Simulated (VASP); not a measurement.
# Ga2SiS (P-6m2) in VASP: single point with PBE

Aim: the single point of Ga2SiS with PBE.

Everything below comes from runs of VASP 6.6.1. Logs are shortened: lines on timing, memory, paths and dates and some standing lists are left out, and cuts for length are marked.

### 1 The cell of the first run

The structure is hexagonal, space group P-6m2 (No. 187). The conventional cell has a = 3.571 Å, b = 3.571 Å, c = 6.602 Å, α = 90.00°, β = 90.00°, γ = 120.00°. Ga (site symmetry 3m) has 3 Si at 2.63 Å and 3 S at 2.65 Å and 8 Ga at 3.27 to 3.57 Å within 3.6 Å. Si (site symmetry -6m2) has 6 Ga at 2.63 Å and 6 Si at 3.57 Å within 3.6 Å. S (site symmetry -6m2) has 6 Ga at 2.65 Å and 6 S at 3.57 Å within 3.6 Å.

The cell was built from a structure type or drawn by symmetry, and may not be a known phase.

### 2 Single point, PBE

File INCAR:

```
SYSTEM = Ga2SiS
ALGO     = Normal         ! electronic algorithm
EDIFF    = 1E-7           ! SCF threshold, eV
ENCUT    = 520            ! plane-wave cutoff, eV
GGA      = PE             ! functional
ISIF     = 2              ! what is computed and relaxed
ISMEAR   = 0              ! smearing method
LASPH    = .True.         ! aspherical terms in the spheres
LCHARG   = .False.        ! write CHGCAR
LREAL    = .False.        ! projectors in reciprocal space
LWAVE    = .False.        ! write WAVECAR
NBANDS   = 26             ! bands
NELM     = 100            ! most SCF steps
PREC     = Accurate       ! precision mode
SIGMA    = 0.1            ! smearing width, eV
```

File KPOINTS:

```
k-points
0
Gamma
  18 18 8
  0 0 0
```

File POSCAR:

```
Ga2SiS
1.0
    3.5707033589      0.0000000000      0.0000000000
   -1.7853516794      3.0923198182      0.0000000000
    0.0000000000      0.0000000000      6.6017952607
Ga Si S
2 1 1
Direct
    0.6666666667      0.3333333333      0.2526057152
    0.6666666667      0.3333333333      0.7473942848
    0.0000000000      0.0000000000      0.5000000000
    0.3333333333      0.6666666667      0.0000000000
```

Potentials or basis: VASP PAW PBE potentials, release 64 (Ga_d, Si, S).

Started as:

```bash
cat potpaw_PBE.64/Ga_d/POTCAR potpaw_PBE.64/Si/POTCAR potpaw_PBE.64/S/POTCAR > POTCAR
mpirun -np 1 vasp_std > vasp.out
```

OUTCAR:

```text
SYSTEM = Ga2SiS
   EDIFF = 1E-7
   ENCUT = 520
   GGA = PE
   ISIF = 2
   ISMEAR = 0
   LASPH = .True.
   LREAL = .False.
   NELM = 100
   PREC = Accurate

 ion  position               nearest neighbor table
   1  0.667  0.333  0.253-   3 2.63   3 2.63   3 2.63   4 2.65   4 2.65   4 2.65
   2  0.667  0.333  0.747-   3 2.63   3 2.63   3 2.63   4 2.65   4 2.65   4 2.65
   3  0.000  0.000  0.500-   1 2.63   2 2.63   1 2.63   2 2.63   1 2.63   2 2.63
   4  0.333  0.667  0.000-   1 2.65   2 2.65   1 2.65   2 2.65   1 2.65   2 2.65

  LATTYP: Found a hexagonal cell.
 ALAT       =     3.5707033589
 C/A-ratio  =     1.8488781053

  Lattice vectors:

 A1 = (   3.5707033589,   0.0000000000,   0.0000000000)
 A2 = (  -1.7853516794,   3.0923198182,   0.0000000000)
 A3 = (   0.0000000000,   0.0000000000,   6.6017952607)

Analysis of symmetry for initial positions (statically):
=====================================================================
 Subroutine PRICEL returns:
 Original cell was already a primitive cell.

 Routine SETGRP: Setting up the symmetry group for a
 hexagonal supercell.

 Subroutine GETGRP returns: Found 12 space group operations
 (whereof 12 operations were pure point group operations)
 out of a pool of 24 trial point group operations.

The static configuration has the point symmetry D_3h.

Analysis of symmetry for dynamics (positions and initial velocities):
=====================================================================
 Subroutine PRICEL returns:
 Original cell was already a primitive cell.

 Routine SETGRP: Setting up the symmetry group for a
 hexagonal supercell.

 Subroutine GETGRP returns: Found 12 space group operations
 (whereof 12 operations were pure point group operations)
 out of a pool of 24 trial point group operations.

The dynamic configuration has the point symmetry D_3h.

 Subroutine INISYM returns: Found 12 space group operations
 (whereof 12 operations are pure point group operations),
 and found     1 'primitive' translations

----------------------------------------------------------------------------------------

                                     Primitive cell

  volume of cell :      72.8954

  direct lattice vectors                    reciprocal lattice vectors
     3.570703359  0.000000000  0.000000000     0.280056868  0.161690908  0.000000000
    -1.785351679  3.092319818  0.000000000     0.000000000  0.323381816  0.000000000
     0.000000000  0.000000000  6.601795261     0.000000000  0.000000000  0.151473949

  length of vectors
     3.570703359  3.570703359  6.601795261     0.323381816  0.323381816  0.151473949

  position of ions in fractional coordinates (direct lattice)
     0.666666667  0.333333333  0.252605715
     0.666666667  0.333333333  0.747394285
     0.000000000  0.000000000  0.500000000
     0.333333333  0.666666667  0.000000000

  ion indices of the primitive-cell ions
   primitive index   ion index
                 1           1
                 2           2
                 3           3
                 4           4

----------------------------------------------------------------------------------------

 KPOINTS: k-points

Automatic generation of k-mesh.
 Grid dimensions read from file:
 generate k-points for:   18   18    8

 Generating k-lattice:

  Cartesian coordinates                     Fractional coordinates (reciprocal lattice)
     0.015558715  0.008982828  0.000000000     0.055555556 -0.000000000  0.000000000
     0.000000000  0.017965656  0.000000000     0.000000000  0.055555556  0.000000000
     0.000000000  0.000000000  0.018934244     0.000000000  0.000000000  0.125000000

  Length of vectors
     0.017965656  0.017965656  0.018934244

  Shift w.r.t. Gamma in fractional coordinates (k-lattice)
     0.000000000  0.000000000  0.000000000

 Subroutine IBZKPT returns following result:
 ===========================================

 Found    185 irreducible k-points:

 Following reciprocal coordinates:
            Coordinates               Weight
  0.000000  0.000000  0.000000      1.000000
  0.055556 -0.000000  0.000000      6.000000
  0.111111 -0.000000  0.000000      6.000000
  0.166667  0.000000  0.000000      6.000000
  0.222222 -0.000000  0.000000      6.000000
  0.277778  0.000000  0.000000      6.000000
[... 16 lines left out ...]
  0.333333  0.111111  0.000000     12.000000
  0.388889  0.111111  0.000000     12.000000
 [... further k-points ...]
   k-points           NKPTS =    185   k-points in BZ     NKDIM =    185   number of bands    NBANDS=     26
   number of dos      NEDOS =    301   number of ions     NIONS =      4
   total plane-waves  NPLWV =  39200
   dimension x,y,z NGX =    28 NGY =   28 NGZ =   50
   dimension x,y,z NGXF=    56 NGYF=   56 NGZF=  100
   ions per type =               2   1   1
   NGX,Y,Z   is equivalent  to a cutoff of  13.04, 13.04, 12.59 a.u.
   NGXF,Y,Z  is equivalent  to a cutoff of  26.07, 26.07, 25.18 a.u.
 SYSTEM =  Ga2SiS
   PREC   = accura    normal or accurate (medium, high low for compatibility)
   ISTART =      0    job   : 0-new  1-cont  2-samecut
   ICHARG =      2    charge: 1-file 2-atom 10-const
   ISPIN  =      1    spin polarized calculation?
   LNONCOLLINEAR =      F non collinear calculations
   LSORBIT =      F    spin-orbit coupling
   LASPH  =      T    aspherical Exc in radial PAW
   ENCUT  =  520.0 eV  38.22 Ry    6.18 a.u.   6.64  6.64 12.27*2*pi/ulx,y,z
   NELM   =    100;   NELMIN=  2; NELMDL= -5     # of ELM steps
   EDIFF  = 0.1E-06   stopping-criterion for ELM
   LREAL  =      F    real-space projection
   EDIFFG = 0.1E-05   stopping-criterion for IOM
   NSW    =      0    number of steps for IOM
   IBRION =     -1    ionic relax: 0-MD 1-quasi-New 2-CG
   NFREE  =      0    steps in history (QN), initial steepest desc. (CG)
   ISIF   =      2    stress and relaxation
   ISYM   =      2    0-nonsym 1-usesym 2-fastsym
   POTIM  = 0.5000    time-step for ionic-motion
   TEBEG  =    0.0;   TEEND  =   0.0 temperature during run
   PSTRESS=    0.0 pullay stress
   NELECT =      36.0000    total number of electrons
   NUPDOWN=      -1.0000    fix difference up-down
   EMIN   =  10.00;   EMAX   =-10.00  energy-range for DOS
   EFERMI =   0.00;   METHOD = LEGACY
   ISMEAR =     0;   SIGMA  =   0.10  broadening in eV -4-tet -1-fermi 0-gaus
   EFERMI_NEDOS =   21; number of points for ismear=-14 and -15
   IALGO  =     38    algorithm
   IMIX   =      4    mixing-type and parameters
     AMIX     =   0.40;   BMIX     =  1.00
     AMIX_MAG =   1.60;   BMIX_MAG =  1.00
  volume/ion in A,a.u.               =      18.22       122.98
  Fermi-wavevector in a.u.,A,eV,Ry     =   1.294024  2.445350 22.782922  1.674498
  Thomas-Fermi vector in A             =   2.425633
   LORBIT       =      0    0 simple, 1 ext, 2 COOP (PROOUT), +10 PAW based schemes
   GGA     = PE    functional components
   LHFCALC =     F    Hartree Fock is set to
   AEXX    =    0.0000 exact exchange contribution
   IVDW    =     0    specifies the selected vdW correction
   LEPSILON=     F    determine dielectric tensor
   LRPA    =     F    only Hartree local field effects (RPA)
 non-spin polarized calculation
 Gauss-broadening in eV      SIGMA  =   0.10
  energy-cutoff  :      520.00
  volume of cell :       72.90
 maximum number of plane-waves:      1993
 NGX is ok and might be reduce to    28
   NGX = 13   NGY = 13   NGZ = 25

 number of electron      36.0000011 magnetization

 Free energy of the ion-electron system (eV)
  ---------------------------------------------------
  ext. energy  EPLUGINS =         0.00000000
  ---------------------------------------------------
  free energy    TOTEN  =       -15.29526727 eV

  energy without entropy =      -15.28570854  energy(sigma->0) =      -15.29048790

 E-fermi :   6.1662     XC(G=0): -10.6332

 val. band max:        6.1557682959   @ k =   0.4444   0.1111   0.2500
 cond. band min:       6.1838242298   @ k =   0.3889   0.0556   0.2500
 fundamental gap:      0.0280559339
 Fermi energy:         6.1661513034

 k-point     1 :       0.0000    0.0000    0.0000
  band No.  band energies     occupation
      1      -8.8202      2.00000
      2      -8.7797      2.00000
      3      -8.7797      2.00000
      4      -8.7460      2.00000
      5      -8.7460      2.00000
      6      -8.7273      2.00000
[... 18 lines left out ...]
     25      11.8725      0.00000
     26      12.1515      0.00000

 k-point     2 :       0.0556   -0.0000    0.0000
  band No.  band energies     occupation
      1      -8.8225      2.00000
      2      -8.7879      2.00000
      3      -8.7791      2.00000
      4      -8.7470      2.00000
      5      -8.7446      2.00000
      6      -8.7285      2.00000
[... 18 lines left out ...]
     25      12.1340      0.00000
     26      12.6969      0.00000

 k-point     3 :       0.1111   -0.0000    0.0000
  band No.  band energies     occupation
      1      -8.8368      2.00000
      2      -8.7994      2.00000
      3      -8.7778      2.00000
      4      -8.7500      2.00000
      5      -8.7407      2.00000
      6      -8.7312      2.00000
[... 18 lines left out ...]
     25      12.6397      0.00000
     26      12.8013      0.00000

 k-point     4 :       0.1667    0.0000    0.0000
  band No.  band energies     occupation
      1      -8.8669      2.00000
      2      -8.8008      2.00000
      3      -8.7766      2.00000
      4      -8.7551      2.00000
      5      -8.7352      2.00000
      6      -8.7346      2.00000
[... 18 lines left out ...]
     25      12.6399      0.00000
     26      12.8671      0.00000

 k-point     5 :       0.2222   -0.0000    0.0000
  band No.  band energies     occupation
      1      -8.9003      2.00000
      2      -8.7980      2.00000
      3      -8.7762      2.00000
      4      -8.7618      2.00000
      5      -8.7384      2.00000
      6      -8.7295      2.00000
[... 18 lines left out ...]
     25      13.2948      0.00000
     26      13.3387      0.00000

 k-point     6 :       0.2778    0.0000    0.0000
  band No.  band energies     occupation
      1      -8.9310      2.00000
      2      -8.7943      2.00000
      3      -8.7767      2.00000
      4      -8.7692      2.00000
      5      -8.7422      2.00000
      6      -8.7251      2.00000
[... 427 lines left out ...]
 k-point    21 :       0.2222    0.1111    0.0000
  band No.  band energies     occupation
      1      -8.9327      2.00000
      2      -8.7925      2.00000
      3      -8.7842      2.00000
      4      -8.7661      2.00000
      5      -8.7403      2.00000
      6      -8.7285      2.00000
[... 18 lines left out ...]
     25      13.0371      0.00000
     26      14.4377      0.00000

 k-point    22 :       0.2778    0.1111    0.0000
  band No.  band energies     occupation
      1      -8.9541      2.00000
      2      -8.7897      2.00000
      3      -8.7866      2.00000
      4      -8.7719      2.00000
      5      -8.7426      2.00000
      6      -8.7266      2.00000
[... 18 lines left out ...]
     25      13.7134      0.00000
     26      14.5385      0.00000

 k-point    23 :       0.3333    0.1111    0.0000
  band No.  band energies     occupation
      1      -8.9701      2.00000
      2      -8.7908      2.00000
      3      -8.7856      2.00000
      4      -8.7768      2.00000
      5      -8.7443      2.00000
      6      -8.7257      2.00000
[... 18 lines left out ...]
     25      13.7458      0.00000
     26      14.8146      0.00000

 k-point    24 :       0.3889    0.1111    0.0000
  band No.  band energies     occupation
      1      -8.9800      2.00000
      2      -8.7924      2.00000
      3      -8.7843      2.00000
      4      -8.7801      2.00000
      5      -8.7452      2.00000
      6      -8.7253      2.00000
[... 18 lines left out ...]
     25      13.3087      0.00000
     26      14.8441      0.00000

 [... further k-points ...]

------------------------ aborting loop because EDIFF is reached ----------------------------------------

  FORCE on cell =-STRESS in cart. coord.  units (eV):
  Direction    XX          YY          ZZ          XY          YZ          ZX
  --------------------------------------------------------------------------------------
  -------------------------------------------------------------------------------------
  Total        0.0188726      0.0188726      0.0448642      0.0000000     -0.0000000      0.0000000
  in kB        0.4148028      0.4148028      0.9860762      0.0000000     -0.0000000      0.0000000
  external PRESSURE =       0.6052272 kB  Pullay stress =       0.0000000 kB

 VOLUME and BASIS-vectors are now :
 -----------------------------------------------------------------------------
  energy-cutoff  :      520.00
  volume of cell :       72.90
      direct lattice vectors                 reciprocal lattice vectors
     3.570703359  0.000000000  0.000000000     0.280056868  0.161690908  0.000000000
    -1.785351679  3.092319818  0.000000000     0.000000000  0.323381816  0.000000000
     0.000000000  0.000000000  6.601795261     0.000000000  0.000000000  0.151473949

 POSITION                                       TOTAL-FORCE (eV/Angst)
 -----------------------------------------------------------------------------------
      1.78535      1.03077      1.66765         0.000000     -0.000000      0.008360
      1.78535      1.03077      4.93414         0.000000     -0.000000     -0.008360
      0.00000      0.00000      3.30090        -0.000000      0.000000      0.000000
     -0.00000      2.06155      0.00000        -0.000000     -0.000000      0.000000
 -----------------------------------------------------------------------------------
    total drift:                               -0.000003      0.000002      0.000000

  FREE ENERGIE OF THE ION-ELECTRON SYSTEM (eV)
  ---------------------------------------------------
  free  energy   TOTEN  =       -15.2952672675 eV

  energy  without entropy=      -15.2857085387  energy(sigma->0) =      -15.29048790
```

Wall time 7.6 min (1 thread of Intel Xeon 8259CL, shared host); peak memory 0.43 GiB.

Results:

- Free energy: -15.2953 eV
- Pressure: 0.1 GPa
- Largest force: 0.008 eV/Å
- Band gap on the k mesh: zero (bands 18 and 19 overlap by 4.55 eV)

Forces on the atoms (eV/Å):
```
Ga   0.000  0.000  0.008
Ga   0.000  0.000 -0.008
Si   0.000  0.000  0.000
S    0.000  0.000  0.000
```
